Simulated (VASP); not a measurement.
# Na (Im-3m) in VASP: further runs

Aim: see how the results for Na move with the level of theory and the settings. Levels: r2SCAN, r2SCAN+D4. Tasks: electric field gradients.

Everything below comes from runs of VASP 6.6.1. Logs are shortened: lines on timing, memory, paths and dates and some standing lists are left out, and cuts for length are marked.

## 1. The cell of the first run

Symmetry: Im-3m, No. 229, cubic system. Conventional cell: a = 4.178 Å, b = 4.178 Å, c = 4.178 Å, α = 90.00°, β = 90.00°, γ = 90.00°. Within 4.8 Å of Na (site symmetry m-3m) lie 14 Na at 3.62 to 4.18 Å.

## 2. Electric field gradients, r2SCAN (functional r2scan, volume scaled by 0.96)

POSCAR reads:

```
Na
1.0
   -2.0888816270      2.0888816270      2.0888816270
    2.0888816270     -2.0888816270      2.0888816270
    2.0888816270      2.0888816270     -2.0888816270
Na
1
Direct
    0.0000000000      0.0000000000      0.0000000000
```

INCAR.step1 reads:

```
SYSTEM = Na
ALGO = Normal ; EDIFF = 1E-4
ENCUT = 520 ; GGA = PE
ISMEAR = -1 ; LASPH = .True.
LCHARG = .False. ; LREAL = .False.
LWAVE = .True. ; NBANDS = 10
NELM = 100 ; PREC = Accurate
SIGMA = 0.03
```

INCAR.step2 reads:

```
SYSTEM = Na
ALGO = Normal ; EDIFF = 1E-8
ENCUT = 520 ; ISIF = 2
ISMEAR = -1 ; ISTART = 1
LASPH = .True. ; LCHARG = .False.
LEFG = .True. ; LMIXTAU = .True.
LREAL = .False. ; LWAVE = .False.
METAGGA = R2SCAN ; NBANDS = 10
NELM = 100 ; PREC = Accurate
SIGMA = 0.03
```

KPOINTS reads:

```
k-points
0
Gamma
  11 11 11
  0 0 0
```

Potentials or basis: VASP PAW PBE potentials, release 64 (Na_pv).

Launch:

```bash
cat potpaw_PBE.64/Na_pv/POTCAR > POTCAR
cp INCAR.step1 INCAR
mpirun -np 1 vasp_std > vasp.out
cp INCAR.step2 INCAR
mpirun -np 1 vasp_std > vasp.out
```

OUTCAR:

```text
SYSTEM = Na
   EDIFF = 1E-8
   ENCUT = 520
   ISIF = 2
   ISMEAR = -1
   ISTART = 1
   LASPH = .True.
   LREAL = .False.
   METAGGA = R2SCAN
   NELM = 100
   PREC = Accurate

 ion  position               nearest neighbor table
   1  0.000  0.000  0.000-

  LATTYP: Found a body centered cubic cell.
 ALAT       =     4.1777632540

  Lattice vectors:

 A1 = (  -2.0888816270,   2.0888816270,   2.0888816270)
 A2 = (   2.0888816270,  -2.0888816270,   2.0888816270)
 A3 = (   2.0888816270,   2.0888816270,  -2.0888816270)

Analysis of symmetry for initial positions (statically):
=====================================================================
 Subroutine PRICEL returns:
 Original cell was already a primitive cell.

 Routine SETGRP: Setting up the symmetry group for a
 body centered cubic supercell.

 Subroutine GETGRP returns: Found 48 space group operations
 (whereof 48 operations were pure point group operations)
 out of a pool of 48 trial point group operations.

The static configuration has the point symmetry O_h .

Analysis of symmetry for dynamics (positions and initial velocities):
=====================================================================
 Subroutine PRICEL returns:
 Original cell was already a primitive cell.

 Routine SETGRP: Setting up the symmetry group for a
 body centered cubic supercell.

 Subroutine GETGRP returns: Found 48 space group operations
 (whereof 48 operations were pure point group operations)
 out of a pool of 48 trial point group operations.

The dynamic configuration has the point symmetry O_h .

 Subroutine INISYM returns: Found 48 space group operations
 (whereof 48 operations are pure point group operations),
 and found     1 'primitive' translations

----------------------------------------------------------------------------------------

                                     Primitive cell

  volume of cell :      36.4587

  direct lattice vectors                    reciprocal lattice vectors
    -2.088881627  2.088881627  2.088881627     0.000000000  0.239362534  0.239362534
     2.088881627 -2.088881627  2.088881627     0.239362534  0.000000000  0.239362534
     2.088881627  2.088881627 -2.088881627     0.239362534  0.239362534  0.000000000

  length of vectors
[... 115 lines left out ...]
   NGX = 13   NGY = 13   NGZ = 13

 number of electron       6.9999998 magnetization

 Free energy of the ion-electron system (eV)
  ---------------------------------------------------
  ext. energy  EPLUGINS =         0.00000000
  ---------------------------------------------------
  free energy    TOTEN  =        -3.55612645 eV

  energy without entropy =       -3.55496252  energy(sigma->0) =       -3.55554449

 E-fermi :   0.4030     XC(G=0):  -6.9661

 val. band max:        0.3618310139   @ k =  -0.3636   0.4545   0.0909
 cond. band min:       0.5077359835   @ k =   0.1818   0.1818   0.1818
 fundamental gap:      0.1459049696
 Fermi energy:         0.4030003530

 k-point     1 :       0.0000    0.0000    0.0000
  band No.  band energies     occupation
      1     -25.6008      2.00000
      2     -25.6008      2.00000
      3     -25.6005      2.00000
      4      -3.1291      2.00000
      5      12.9208      0.00000
      6      12.9213      0.00000
      7      12.9213      0.00000
      8      14.1434      0.00000
      9      14.1434      0.00000
     10      14.7638      0.00000
[... 287 lines left out ...]
 k-point    24 :       0.3636    0.1818    0.0909
  band No.  band energies     occupation
      1     -25.6319      2.00000
      2     -25.6178      2.00000
      3     -25.6066      2.00000
      4       1.7919      0.00000
      5       2.4832      0.00000
      6       5.3808      0.00000
      7       7.6297      0.00000
      8      14.8330      0.00000
      9      16.3406      0.00000
     10      17.4408      0.00000

 [... further k-points ...]
[... 5 lines left out ...]
  --------------------------------------------------------------------------------------
  -------------------------------------------------------------------------------------
  Total        0.0788258      0.0788258      0.0788258      0.0000000      0.0000000     -0.0000000
  in kB        3.4639950      3.4639950      3.4639950      0.0000000      0.0000000     -0.0000000
  external PRESSURE =       3.4639950 kB  Pullay stress =       0.0000000 kB

 VOLUME and BASIS-vectors are now :
 -----------------------------------------------------------------------------
  energy-cutoff  :      520.00
  volume of cell :       36.46
      direct lattice vectors                 reciprocal lattice vectors
    -2.088881627  2.088881627  2.088881627     0.000000000  0.239362534  0.239362534
     2.088881627 -2.088881627  2.088881627     0.239362534  0.000000000  0.239362534
     2.088881627  2.088881627 -2.088881627     0.239362534  0.239362534  0.000000000

 POSITION                                       TOTAL-FORCE (eV/Angst)
 -----------------------------------------------------------------------------------
      0.00000      0.00000      0.00000         0.000000      0.000000     -0.000000
 -----------------------------------------------------------------------------------
    total drift:                               -0.000000     -0.000000     -0.000000

  FREE ENERGIE OF THE ION-ELECTRON SYSTEM (eV)
  ---------------------------------------------------
  free  energy   TOTEN  =        -3.5561264544 eV

  energy  without entropy=       -3.5549625191  energy(sigma->0) =       -3.55554449

 Electric field gradients (V/A^2)
---------------------------------------------------------------------
 ion       V_xx      V_yy      V_zz      V_xy      V_xz      V_yz
---------------------------------------------------------------------
   1      -0.000     0.000    -0.000    -0.005    -0.005    -0.005
---------------------------------------------------------------------

 Electric field gradients after diagonalization (V/A^2)
 (convention: |V_zz| > |V_xx| > |V_yy|)
----------------------------------------------------------------------
 ion       V_xx      V_yy      V_zz     asymmetry (V_yy - V_xx)/ V_zz
----------------------------------------------------------------------
   1       0.005     0.005    -0.010       0.000
----------------------------------------------------------------------

           NMR quadrupolar parameters

 Cq : quadrupolar parameter    Cq=e*Q*V_zz/h
 eta: asymmetry parameters     (V_yy - V_xx)/ V_zz
 Q  : nuclear electric quadrupole moment in mb (millibarn)
----------------------------------------------------------------------
 ion       Cq(MHz)       eta       Q (mb)
----------------------------------------------------------------------
   1      -0.000       0.000       1.000
----------------------------------------------------------------------
```

OUTCAR.step1:

```text
SYSTEM = Na
   EDIFF = 1E-4
   ENCUT = 520
   GGA = PE
   ISMEAR = -1
   LASPH = .True.
   LREAL = .False.
[... 527 lines left out ...]
 -----------------------------------------------------------------------------------
      0.00000      0.00000      0.00000        -0.000000     -0.000000     -0.000000
 -----------------------------------------------------------------------------------
    total drift:                               -0.000000     -0.000000     -0.000000

  FREE ENERGIE OF THE ION-ELECTRON SYSTEM (eV)
  ---------------------------------------------------
  free  energy   TOTEN  =        -1.3142839999 eV

  energy  without entropy=       -1.3130960833  energy(sigma->0) =       -1.31369004
```

It took 70 s on 1 thread of Intel Xeon 6975P-C, shared host; peak memory 0.16 GiB.

What came out:

```yaml
Free_energy: -3.5561 eV
Pressure: 0.3 GPa
```

Levels at points of the mesh, in eV from the Fermi level:
```
           k point  band 1  band 2  band 3  band 4  band 5  band 6  band 7
(0.00, 0.00, 0.00)  -26.00  -26.00  -26.00   -3.53   12.52   12.52   12.52
```

Caveat: without QUAD_EFG the Cq values of the log hold for a quadrupole moment of 1 mb, not for the nuclei; the PAW data sets were made with another functional, which shifts forces and pressure a little.

(Part 1 of 2 ends here.)
